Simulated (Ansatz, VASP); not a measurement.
**TiTe2: VASP beside Ansatz**

```xyz
3
Lattice="3.6801 0.0000 0.0000 -1.8401 3.1871 0.0000 0.0000 0.0000 6.3313" Properties=species:S:1:pos:R:3 pbc="T T T"
Ti    0.0000    0.0000    0.0000
Te    1.8401    1.0624    1.6639
Te    0.0000    2.1247    4.6674
```

Alike in both runs: task single point; functional PBE; k mesh 10 × 10 × 5; no spin polarisation.

|  | VASP | Ansatz |
| --- | --- | --- |
| version | VASP 6.6.1 | Ansatz 0.2.0 |
| potentials or method | VASP PAW PBE potentials, release 64 (Ti_sv, Te), cutoff 520 eV | plane waves, PAW |
| occupations | fermi-dirac, width 0.1 eV | fermi-dirac |
| valence electrons in the cell | 24 | 44 |

|  | VASP | Ansatz | Ansatz less VASP |
| --- | --- | --- | --- |
| pressure (GPa) | 6.9 | 6.9 | +0.03 |
| traceless stress, the component that is largest in VASP (GPa) | 1.03 | 1.03 | -0.001 |

VASP's potentials hold 24 valence electrons a cell and Ansatz's 44, so a difference there can come from the potentials and not from the codes. Ansatz's warnings: stress scf threshold loose.

Neither program's run includes spin-orbit coupling.
